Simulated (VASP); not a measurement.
# Sr (P2_1/m) in VASP: single point with LDA

Aim: the single point of Sr with LDA.

Program: VASP 6.6.1. These are calculated values, not measurements. Logs are shortened: lines on timing, memory, paths and dates and some standing lists are left out, and cuts for length are marked.

### Step 1. The cell of the first run

Symmetry: P2_1/m, No. 11, monoclinic system. The conventional cell has a = 3.911 Å, b = 6.715 Å, c = 4.055 Å, α = 90.00°, β = 118.83°, γ = 90.00°. Sr (site symmetry m) has 14 Sr at 3.61 to 4.85 Å within 4.9 Å.

### Step 2. Single point, LDA (atoms displaced along a vibrational mode, the cell strained)

The input, INCAR:

```
PREC     = Accurate       # precision mode
ENCUT    = 520            # plane-wave cutoff, eV
EDIFF    = 1E-6           # SCF threshold, eV
ISMEAR   = 0              # smearing method
SIGMA    = 0.15           # smearing width, eV
LREAL    = F              # projectors in reciprocal space
LASPH    = T              # aspherical terms in the spheres
NELM     = 100            # most SCF steps
ALGO     = Fast           # electronic algorithm
ISIF     = 2              # what is computed and relaxed
LWAVE    = F              # write WAVECAR
LCHARG   = F              # write CHGCAR
GGA      = CA             # functional
NBANDS   = 17             # bands
```

The input, KPOINTS:

```
regular mesh
0
Gamma
  12 12 8
```

The input, POSCAR:

```
Sr
1.0
    3.9108698915      0.0000000000      0.0000000000
   -1.9554349458      3.5528298300      0.0000000000
    0.0000000000      0.0000000000      6.7154259278
Sr
2
Direct
    0.1627037756      0.6666666667      0.2500000000
    0.8372962244      0.3333333333      0.7500000000
```

Potentials or basis: VASP PAW LDA potentials, release 64 (Sr_sv).

The run is started by

```
$ cat potpaw_LDA.64/Sr_sv/POTCAR > POTCAR
$ mpirun -np 1 vasp_std > vasp.out
```

OUTCAR:

```text
PREC = Accurate
   ENCUT = 520
   EDIFF = 1E-6
   ISMEAR = 0
   LREAL = F
   LASPH = T
   NELM = 100
   ISIF = 2
   GGA = CA

 ion  position               nearest neighbor table
   1  0.163  0.667  0.250-   2 3.61   2 3.61   2 4.32   2 4.32   2 4.85   2 4.85   2 4.85   2 4.85

   2  0.837  0.333  0.750-   1 3.61   1 3.61   1 4.32   1 4.32   1 4.85   1 4.85   1 4.85   1 4.85

  LATTYP: Found a base centered orthorhombic cell.
 ALAT       =     3.9108698915
 B/A-ratio  =     1.8169000394
 C/A-ratio  =     1.7171182152

  Lattice vectors:

 A1 = (   1.9554349458,  -3.5528298300,   0.0000000000)
 A2 = (   1.9554349457,   3.5528298300,   0.0000000000)
 A3 = (   0.0000000000,   0.0000000000,   6.7154259278)

Analysis of symmetry for initial positions (statically):
=====================================================================
 Subroutine PRICEL returns:
 Original cell was already a primitive cell.

 Routine SETGRP: Setting up the symmetry group for a
 base centered orthorhombic supercell.

 Subroutine GETGRP returns: Found  4 space group operations
 (whereof  2 operations were pure point group operations)
 out of a pool of  8 trial point group operations.

The static configuration has the point symmetry S_2 .
 The point group associated with its full space group is C_2h.

Analysis of symmetry for dynamics (positions and initial velocities):
=====================================================================
 Subroutine PRICEL returns:
 Original cell was already a primitive cell.

 Routine SETGRP: Setting up the symmetry group for a
 base centered orthorhombic supercell.

 Subroutine GETGRP returns: Found  4 space group operations
 (whereof  2 operations were pure point group operations)
 out of a pool of  8 trial point group operations.

The dynamic configuration has the point symmetry S_2 .
 The point group associated with its full space group is C_2h.

 Subroutine INISYM returns: Found  4 space group operations
 (whereof  2 operations are pure point group operations),
 and found     1 'primitive' translations

----------------------------------------------------------------------------------------

                                     Primitive cell

  volume of cell :      93.3085

  direct lattice vectors                    reciprocal lattice vectors
     3.910869891  0.000000000  0.000000000     0.255697588  0.140732887  0.000000000
    -1.955434946  3.552829830  0.000000000     0.000000000  0.281465775  0.000000000
     0.000000000  0.000000000  6.715425928     0.000000000  0.000000000  0.148910882

  length of vectors
     3.910869891  4.055406962  6.715425928     0.291868125  0.281465775  0.148910882

  position of ions in fractional coordinates (direct lattice)
     0.162703776  0.666666667  0.250000000
     0.837296224  0.333333333  0.750000000

  ion indices of the primitive-cell ions
   primitive index   ion index
                 1           1
                 2           2

----------------------------------------------------------------------------------------

 KPOINTS: regular mesh

Automatic generation of k-mesh.
 Grid dimensions read from file:
 generate k-points for:   12   12    8

 Generating k-lattice:

  Cartesian coordinates                     Fractional coordinates (reciprocal lattice)
     0.021308132  0.011727741  0.000000000     0.083333333  0.000000000  0.000000000
     0.000000000  0.023455481  0.000000000     0.000000000  0.083333333  0.000000000
     0.000000000  0.000000000  0.018613860     0.000000000  0.000000000  0.125000000

  Length of vectors
     0.024322344  0.023455481  0.018613860

  Shift w.r.t. Gamma in fractional coordinates (k-lattice)
     0.000000000  0.000000000  0.000000000

 Subroutine IBZKPT returns following result:
 ===========================================

 Found    370 irreducible k-points:

 Following reciprocal coordinates:
            Coordinates               Weight
  0.000000  0.000000  0.000000      1.000000
  0.083333 -0.000000  0.000000      2.000000
  0.083333 -0.083333  0.000000      2.000000
  0.166667  0.000000  0.000000      2.000000
  0.166667 -0.166667  0.000000      2.000000
  0.250000  0.000000  0.000000      2.000000
[... 16 lines left out ...]
  0.416667  0.083333  0.000000      2.000000
  0.416667  0.500000  0.000000      2.000000
 [... further k-points ...]
   k-points           NKPTS =    370   k-points in BZ     NKDIM =    370   number of bands    NBANDS=     17
   number of dos      NEDOS =    301   number of ions     NIONS =      2
   total plane-waves  NPLWV =  45000
   dimension x,y,z NGX =    30 NGY =   30 NGZ =   50
   dimension x,y,z NGXF=    60 NGYF=   60 NGZF=  100
   ions per type =               2
   NGX,Y,Z   is equivalent  to a cutoff of  12.75, 12.30, 12.38 a.u.
   NGXF,Y,Z  is equivalent  to a cutoff of  25.51, 24.60, 24.76 a.u.
 SYSTEM =  unknown system
   PREC   = accura    normal or accurate (medium, high low for compatibility)
   ISTART =      0    job   : 0-new  1-cont  2-samecut
   ICHARG =      2    charge: 1-file 2-atom 10-const
   ISPIN  =      1    spin polarized calculation?
   LNONCOLLINEAR =      F non collinear calculations
   LSORBIT =      F    spin-orbit coupling
   LASPH  =      T    aspherical Exc in radial PAW
   ENCUT  =  520.0 eV  38.22 Ry    6.18 a.u.   7.27  7.54 12.49*2*pi/ulx,y,z
   NELM   =    100;   NELMIN=  2; NELMDL= -5     # of ELM steps
   EDIFF  = 0.1E-05   stopping-criterion for ELM
   LREAL  =      F    real-space projection
   EDIFFG = 0.1E-04   stopping-criterion for IOM
   NSW    =      0    number of steps for IOM
   IBRION =     -1    ionic relax: 0-MD 1-quasi-New 2-CG
   NFREE  =      0    steps in history (QN), initial steepest desc. (CG)
   ISIF   =      2    stress and relaxation
   ISYM   =      2    0-nonsym 1-usesym 2-fastsym
   POTIM  = 0.5000    time-step for ionic-motion
   TEBEG  =    0.0;   TEEND  =   0.0 temperature during run
   PSTRESS=    0.0 pullay stress
   NELECT =      20.0000    total number of electrons
   NUPDOWN=      -1.0000    fix difference up-down
   EMIN   =  10.00;   EMAX   =-10.00  energy-range for DOS
   EFERMI =   0.00;   METHOD = LEGACY
   ISMEAR =     0;   SIGMA  =   0.15  broadening in eV -4-tet -1-fermi 0-gaus
   EFERMI_NEDOS =   21; number of points for ismear=-14 and -15
   IALGO  =     68    algorithm
   IMIX   =      4    mixing-type and parameters
     AMIX     =   0.40;   BMIX     =  1.00
     AMIX_MAG =   1.60;   BMIX_MAG =  1.00
  volume/ion in A,a.u.               =      46.65       314.84
  Fermi-wavevector in a.u.,A,eV,Ry     =   0.979740  1.851441 13.060115  0.959891
  Thomas-Fermi vector in A             =   2.110617
   LORBIT       =      0    0 simple, 1 ext, 2 COOP (PROOUT), +10 PAW based schemes
   GGA     = CA    functional components
   LHFCALC =     F    Hartree Fock is set to
   AEXX    =    0.0000 exact exchange contribution
   IVDW    =     0    specifies the selected vdW correction
   LEPSILON=     F    determine dielectric tensor
   LRPA    =     F    only Hartree local field effects (RPA)
 non-spin polarized calculation
 RMM-DIIS sequential band-by-band and
 Gauss-broadening in eV      SIGMA  =   0.15
  energy-cutoff  :      520.00
  volume of cell :       93.31
 maximum number of plane-waves:      2543
 NGX is ok and might be reduce to    30
   NGX = 15   NGY = 15   NGZ = 25

 number of electron      20.0000000 magnetization

 Free energy of the ion-electron system (eV)
  ---------------------------------------------------
  ext. energy  EPLUGINS =         0.00000000
  ---------------------------------------------------
  free energy    TOTEN  =        -3.58655492 eV

  energy without entropy =       -3.56024367  energy(sigma->0) =       -3.57339929

 E-fermi :   1.9550     XC(G=0):  -8.0861

 val. band max:        1.9549796968   @ k =   0.3333   0.3333   0.0000
 cond. band min:       1.9553874438   @ k =   0.3333  -0.3333   0.0000
 fundamental gap:      0.0004077469
 Fermi energy:         1.9550003645

 k-point     1 :       0.0000    0.0000    0.0000
  band No.  band energies     occupation
      1     -34.2358      2.00000
      2     -34.1895      2.00000
      3     -16.6120      2.00000
      4     -16.2209      2.00000
      5     -16.1771      2.00000
      6     -16.1647      2.00000
[... 9 lines left out ...]
     16       5.0151      0.00000
     17       5.4259      0.00000

 k-point     2 :       0.0833   -0.0000    0.0000
  band No.  band energies     occupation
      1     -34.2338      2.00000
      2     -34.1881      2.00000
      3     -16.6051      2.00000
      4     -16.2344      2.00000
      5     -16.1888      2.00000
      6     -16.1811      2.00000
[... 9 lines left out ...]
     16       4.9950      0.00000
     17       5.2937      0.00000

 k-point     3 :       0.0833   -0.0833    0.0000
  band No.  band energies     occupation
      1     -34.2340      2.00000
      2     -34.1879      2.00000
      3     -16.6072      2.00000
      4     -16.2259      2.00000
      5     -16.1943      2.00000
      6     -16.1758      2.00000
[... 9 lines left out ...]
     16       5.0445      0.00000
     17       5.3427      0.00000

 k-point     4 :       0.1667    0.0000    0.0000
  band No.  band energies     occupation
      1     -34.2283      2.00000
      2     -34.1843      2.00000
      3     -16.5860      2.00000
      4     -16.2780      2.00000
      5     -16.2479      2.00000
      6     -16.1970      2.00000
[... 9 lines left out ...]
     16       5.0026      0.00000
     17       5.1263      0.00000

 k-point     5 :       0.1667   -0.1667    0.0000
  band No.  band energies     occupation
      1     -34.2291      2.00000
      2     -34.1836      2.00000
      3     -16.5942      2.00000
      4     -16.2567      2.00000
      5     -16.2392      2.00000
      6     -16.2006      2.00000
[... 9 lines left out ...]
     16       5.1566      0.00000
     17       5.5799      0.00000

 k-point     6 :       0.2500    0.0000    0.0000
  band No.  band energies     occupation
      1     -34.2208      2.00000
      2     -34.1791      2.00000
      3     -16.5590      2.00000
      4     -16.3493      2.00000
      5     -16.3245      2.00000
      6     -16.2184      2.00000
[... 9 lines left out ...]
     16       5.1805      0.00000
     17       5.5196      0.00000

 k-point     7 :       0.2500   -0.2500    0.0000
  band No.  band energies     occupation
      1     -34.2224      2.00000
      2     -34.1777      2.00000
      3     -16.5763      2.00000
      4     -16.3414      2.00000
      5     -16.2735      2.00000
      6     -16.2557      2.00000
[... 9 lines left out ...]
     16       5.4010      0.00000
     17       5.8025      0.00000

 k-point     8 :       0.3333    0.0000    0.0000
  band No.  band energies     occupation
      1     -34.2132      2.00000
      2     -34.1741      2.00000
      3     -16.5306      2.00000
      4     -16.4262      2.00000
      5     -16.3974      2.00000
      6     -16.2394      2.00000
[... 9 lines left out ...]
     16       5.0181      0.00000
     17       6.1673      0.00000
[... 203 lines left out ...]
      1     -34.2166      2.00000
      2     -34.1771      2.00000
      3     -16.5392      2.00000
      4     -16.3842      2.00000
      5     -16.3602      2.00000
      6     -16.2389      2.00000
[... 9 lines left out ...]
     16       4.6753      0.00000
     17       5.7325      0.00000

 k-point    20 :       0.2500   -0.3333    0.0000
  band No.  band energies     occupation
      1     -34.2189      2.00000
      2     -34.1750      2.00000
      3     -16.5640      2.00000
      4     -16.3744      2.00000
      5     -16.3055      2.00000
      6     -16.2709      2.00000
[... 9 lines left out ...]
     16       5.4614      0.00000
     17       6.0421      0.00000

 k-point    21 :       0.3333    0.0833    0.0000
  band No.  band energies     occupation
      1     -34.2099      2.00000
      2     -34.1725      2.00000
      3     -16.5147      2.00000
      4     -16.4482      2.00000
      5     -16.4205      2.00000
      6     -16.2605      2.00000
[... 9 lines left out ...]
     16       5.0574      0.00000
     17       6.2631      0.00000

 k-point    22 :       0.3333   -0.4167    0.0000
  band No.  band energies     occupation
      1     -34.2129      2.00000
      2     -34.1697      2.00000
      3     -16.5480      2.00000
      4     -16.4458      2.00000
      5     -16.3583      2.00000
      6     -16.2964      2.00000
[... 9 lines left out ...]
     16       5.3414      0.00000
     17       6.2782      0.00000

 k-point    23 :       0.4167    0.0833    0.0000
  band No.  band energies     occupation
      1     -34.2059      2.00000
      2     -34.1694      2.00000
      3     -16.5013      2.00000
      4     -16.4895      2.00000
      5     -16.4568      2.00000
      6     -16.2711      2.00000
[... 9 lines left out ...]
     16       5.7465      0.00000
     17       6.1637      0.00000

 k-point    24 :       0.4167    0.5000    0.0000
  band No.  band energies     occupation
      1     -34.2092      2.00000
      2     -34.1664      2.00000
      3     -16.5384      2.00000
      4     -16.4905      2.00000
      5     -16.3975      2.00000
      6     -16.3040      2.00000
[... 9 lines left out ...]
     16       5.2777      0.00000
     17       6.2526      0.00000

 [... further k-points ...]
[... 5 lines left out ...]
  --------------------------------------------------------------------------------------
  -------------------------------------------------------------------------------------
  Total       -0.0300712     -0.0309011      1.0620677      0.5020053      0.0000000      0.0000000
  in kB       -0.5163444     -0.5305950     18.2364989      8.6198072      0.0000000      0.0000000
  external PRESSURE =       5.7298532 kB  Pullay stress =       0.0000000 kB

 VOLUME and BASIS-vectors are now :
 -----------------------------------------------------------------------------
  energy-cutoff  :      520.00
  volume of cell :       93.31
      direct lattice vectors                 reciprocal lattice vectors
     3.910869891  0.000000000  0.000000000     0.255697588  0.140732887  0.000000000
    -1.955434946  3.552829830  0.000000000     0.000000000  0.281465775  0.000000000
     0.000000000  0.000000000  6.715425928     0.000000000  0.000000000  0.148910882

 POSITION                                       TOTAL-FORCE (eV/Angst)
 -----------------------------------------------------------------------------------
     -0.66731      2.36855      1.67886         0.171388      0.345859     -0.000000
      2.62274      1.18428      5.03657        -0.171388     -0.345859      0.000000
 -----------------------------------------------------------------------------------
    total drift:                                0.000000      0.000000     -0.000000

  FREE ENERGIE OF THE ION-ELECTRON SYSTEM (eV)
  ---------------------------------------------------
  free  energy   TOTEN  =        -3.5865549174 eV

  energy  without entropy=       -3.5602436653  energy(sigma->0) =       -3.57339929
```

Run time: 9.1 min. Hardware: 1 thread of Intel Xeon Platinum 8259CL at 2.50GHz (Skylake/Cascade Lake), shared host; peak memory 0.55 GiB.

What came out:

| Property | Result |
| --- | --- |
| Free energy | -3.5866 eV |
| Pressure | 0.6 GPa |
| Largest force | 0.386 eV/Å |
| Band gap on the k mesh | zero (bands 10 and 11 overlap by 0.37 eV) |

Forces on the atoms (eV/Å):
```
Sr   0.171  0.346  0.000
Sr  -0.171 -0.346  0.000
```

Caveat: the cell differs from its parent crystal (atoms displaced along a vibrational mode, the cell strained).
